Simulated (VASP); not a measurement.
# I (Fd-3m) in VASP: a series of runs, part 2 of 2

VASP 6.6.1.

## Step 3: Single point, PBE

This run uses another cell than the first one, of 32.26 Å³/atom.

Input file INCAR:

```
PREC     = Accurate       # precision mode
ENCUT    = 520            # plane-wave cutoff, eV
EDIFF    = 1E-6           # SCF threshold, eV
ISMEAR   = -1             # smearing method
SIGMA    = 0.05           # smearing width, eV
LREAL    = False          # projectors in reciprocal space
LASPH    = True           # aspherical terms in the spheres
NELM     = 100            # most SCF steps
ALGO     = Normal         # electronic algorithm
ISIF     = 2              # what is computed and relaxed
LWAVE    = False          # write WAVECAR
LCHARG   = False          # write CHGCAR
GGA      = PE             # functional
NBANDS   = 14             # bands
```

Input file KPOINTS:

```
regular mesh
0
Gamma
  10 10 10
```

Input file POSCAR:

```
I
1.0
    0.0000000000      3.1833714765      3.1833714765
    3.1833714765      0.0000000000      3.1833714765
    3.1833714765      3.1833714765      0.0000000000
I
2
Direct
    0.0000000000      0.0000000000      0.0000000000
    0.2500000000      0.2500000000      0.2500000000
```

Potentials or basis: VASP PAW PBE potentials, release 64 (I).

Run with:

```sh
cat potpaw_PBE.64/I/POTCAR > POTCAR
mpirun -np 1 vasp_std > vasp.out
```

OUTCAR:

```text
PREC = Accurate
   ENCUT = 520
   EDIFF = 1E-6
   ISMEAR = -1
   LREAL = False
   LASPH = True
   NELM = 100
   ISIF = 2
   GGA = PE

 ion  position               nearest neighbor table
   1  0.000  0.000  0.000-   2 2.76   2 2.76   2 2.76   2 2.76
   2  0.250  0.250  0.250-   1 2.76   1 2.76   1 2.76   1 2.76

  LATTYP: Found a face centered cubic cell.
 ALAT       =     6.3667429530

  Lattice vectors:

 A1 = (   0.0000000000,   3.1833714765,   3.1833714765)
 A2 = (   3.1833714765,   0.0000000000,   3.1833714765)
 A3 = (   3.1833714765,   3.1833714765,   0.0000000000)

Analysis of symmetry for initial positions (statically):
=====================================================================
 Subroutine PRICEL returns:
 Original cell was already a primitive cell.

 Routine SETGRP: Setting up the symmetry group for a
 face centered cubic supercell.

 Subroutine GETGRP returns: Found 48 space group operations
 (whereof 24 operations were pure point group operations)
 out of a pool of 48 trial point group operations.

The static configuration has the point symmetry T_d .
 The point group associated with its full space group is O_h .

Analysis of symmetry for dynamics (positions and initial velocities):
=====================================================================
 Subroutine PRICEL returns:
 Original cell was already a primitive cell.

 Routine SETGRP: Setting up the symmetry group for a
 face centered cubic supercell.

 Subroutine GETGRP returns: Found 48 space group operations
 (whereof 24 operations were pure point group operations)
 out of a pool of 48 trial point group operations.

The dynamic configuration has the point symmetry T_d .
 The point group associated with its full space group is O_h .

 Subroutine INISYM returns: Found 48 space group operations
 (whereof 24 operations are pure point group operations),
 and found     1 'primitive' translations

----------------------------------------------------------------------------------------

                                     Primitive cell

  volume of cell :      64.5196

  direct lattice vectors                    reciprocal lattice vectors
     0.000000000  3.183371477  3.183371477    -0.157066181  0.157066181  0.157066181
     3.183371477  0.000000000  3.183371477     0.157066181 -0.157066181  0.157066181
     3.183371477  3.183371477  0.000000000     0.157066181  0.157066181 -0.157066181

  length of vectors
     4.501967116  4.501967116  4.501967116     0.272046605  0.272046605  0.272046605

  position of ions in fractional coordinates (direct lattice)
     0.000000000  0.000000000  0.000000000
     0.250000000  0.250000000  0.250000000

  ion indices of the primitive-cell ions
   primitive index   ion index
                 1           1
                 2           2

----------------------------------------------------------------------------------------

 KPOINTS: regular mesh

Automatic generation of k-mesh.
 Grid dimensions read from file:
 generate k-points for:   10   10   10

 Generating k-lattice:

  Cartesian coordinates                     Fractional coordinates (reciprocal lattice)
    -0.015706618  0.015706618  0.015706618     0.100000000  0.000000000  0.000000000
     0.015706618 -0.015706618  0.015706618     0.000000000  0.100000000  0.000000000
[... 42 lines left out ...]
   total plane-waves  NPLWV =  46656
   dimension x,y,z NGX =    36 NGY =   36 NGZ =   36
   dimension x,y,z NGXF=    72 NGYF=   72 NGZF=   72
   ions per type =               2
   NGX,Y,Z   is equivalent  to a cutoff of  13.29, 13.29, 13.29 a.u.
   NGXF,Y,Z  is equivalent  to a cutoff of  26.59, 26.59, 26.59 a.u.
 SYSTEM =  unknown system
   PREC   = accura    normal or accurate (medium, high low for compatibility)
   ISTART =      0    job   : 0-new  1-cont  2-samecut
   ICHARG =      2    charge: 1-file 2-atom 10-const
   ISPIN  =      1    spin polarized calculation?
   LNONCOLLINEAR =      F non collinear calculations
   LSORBIT =      F    spin-orbit coupling
   LASPH  =      T    aspherical Exc in radial PAW
   ENCUT  =  520.0 eV  38.22 Ry    6.18 a.u.   8.37  8.37  8.37*2*pi/ulx,y,z
   NELM   =    100;   NELMIN=  2; NELMDL= -5     # of ELM steps
   EDIFF  = 0.1E-05   stopping-criterion for ELM
   LREAL  =      F    real-space projection
   EDIFFG = 0.1E-04   stopping-criterion for IOM
   NSW    =      0    number of steps for IOM
   IBRION =     -1    ionic relax: 0-MD 1-quasi-New 2-CG
   NFREE  =      0    steps in history (QN), initial steepest desc. (CG)
   ISIF   =      2    stress and relaxation
   ISYM   =      2    0-nonsym 1-usesym 2-fastsym
   POTIM  = 0.5000    time-step for ionic-motion
   TEBEG  =    0.0;   TEEND  =   0.0 temperature during run
   PSTRESS=    0.0 pullay stress
   NELECT =      14.0000    total number of electrons
   NUPDOWN=      -1.0000    fix difference up-down
   EMIN   =  10.00;   EMAX   =-10.00  energy-range for DOS
   EFERMI =   0.00;   METHOD = LEGACY
   ISMEAR =    -1;   SIGMA  =   0.05  broadening in eV -4-tet -1-fermi 0-gaus
   EFERMI_NEDOS =   21; number of points for ismear=-14 and -15
   IALGO  =     38    algorithm
   IMIX   =      4    mixing-type and parameters
     AMIX     =   0.40;   BMIX     =  1.00
     AMIX_MAG =   1.60;   BMIX_MAG =  1.00
  volume/ion in A,a.u.               =      32.26       217.70
  Fermi-wavevector in a.u.,A,eV,Ry     =   0.983755  1.859027 13.167357  0.967773
  Thomas-Fermi vector in A             =   2.114936
   LORBIT       =      0    0 simple, 1 ext, 2 COOP (PROOUT), +10 PAW based schemes
   GGA     = PE    functional components
   LHFCALC =     F    Hartree Fock is set to
   AEXX    =    0.0000 exact exchange contribution
   IVDW    =     0    specifies the selected vdW correction
   LEPSILON=     F    determine dielectric tensor
   LRPA    =     F    only Hartree local field effects (RPA)
 non-spin polarized calculation
  energy-cutoff  :      520.00
  volume of cell :       64.52
 maximum number of plane-waves:      1807
 NGX is ok and might be reduce to    36
   NGX = 17   NGY = 17   NGZ = 17

 number of electron      13.9999999 magnetization

 Free energy of the ion-electron system (eV)
  ---------------------------------------------------
  ext. energy  EPLUGINS =         0.00000000
  ---------------------------------------------------
  free energy    TOTEN  =         1.00831764 eV

  energy without entropy =        1.02623886  energy(sigma->0) =        1.01727825

 E-fermi :   7.2083     XC(G=0):  -9.0398

 val. band max:        7.1831631342   @ k =  -0.4000   0.3000   0.1000
 cond. band min:       7.2115832242   @ k =  -0.3000   0.2000   0.0000
 fundamental gap:      0.0284200900
 Fermi energy:         7.2083129590

 k-point     1 :       0.0000    0.0000    0.0000
  band No.  band energies     occupation
      1     -10.0328      2.00000
      2      -3.3034      2.00000
      3       1.7061      2.00000
      4       1.7061      2.00000
      5       1.7061      2.00000
      6       4.7735      2.00000
      7       4.7735      2.00000
      8       4.7735      2.00000
      9      10.3430      0.00000
     10      12.4294      0.00000
     11      12.4294      0.00000
     12      14.3958      0.00000
     13      14.3958      0.00000
     14      14.3958      0.00000
[... 377 lines left out ...]
      1      -8.7753      2.00000
      2      -6.1749      2.00000
      3       0.1941      2.00000
      4       0.3310      2.00000
      5       3.6305      2.00000
      6       4.1529      2.00000
      7       7.5722      0.00138
      8       7.5930      0.00091
      9      10.7527      0.00000
     10      13.0444      0.00000
     11      13.9070      0.00000
     12      15.2827      0.00000
     13      15.8886      0.00000
     14      16.5569      0.00000

 [... further k-points ...]

------------------------ aborting loop because EDIFF is reached ----------------------------------------

  FORCE on cell =-STRESS in cart. coord.  units (eV):
  Direction    XX          YY          ZZ          XY          YZ          ZX
  --------------------------------------------------------------------------------------
  -------------------------------------------------------------------------------------
  Total       12.0509750     12.0509750     12.0509750      0.0000000      0.0000000     -0.0000000
  in kB      299.2545828    299.2545828    299.2545828      0.0000000      0.0000000     -0.0000000
  external PRESSURE =     299.2545828 kB  Pullay stress =       0.0000000 kB

 VOLUME and BASIS-vectors are now :
 -----------------------------------------------------------------------------
  energy-cutoff  :      520.00
  volume of cell :       64.52
      direct lattice vectors                 reciprocal lattice vectors
     0.000000000  3.183371477  3.183371477    -0.157066181  0.157066181  0.157066181
     3.183371477  0.000000000  3.183371477     0.157066181 -0.157066181  0.157066181
     3.183371477  3.183371477  0.000000000     0.157066181  0.157066181 -0.157066181

 POSITION                                       TOTAL-FORCE (eV/Angst)
 -----------------------------------------------------------------------------------
      0.00000      0.00000      0.00000         0.000000     -0.000000      0.000000
      1.59169      1.59169      1.59169        -0.000000      0.000000     -0.000000
 -----------------------------------------------------------------------------------
    total drift:                                0.000000      0.000000      0.000000

  FREE ENERGIE OF THE ION-ELECTRON SYSTEM (eV)
  ---------------------------------------------------
  free  energy   TOTEN  =         1.0083176441 eV

  energy  without entropy=        1.0262388600  energy(sigma->0) =        1.01727825
```

Run time: 57 s. Hardware: 1 thread of Intel Xeon 8259CL, shared host; peak memory 0.21 GiB.

What came out:

* Free energy: 1.0083 eV
* Pressure: 29.9 GPa
* Band gap on the k mesh: zero (bands 7 and 8 overlap by 3.80 eV)

Caveat: the cell stands under pressure; spin-orbit coupling is left out, which moves the levels of the heavy elements.
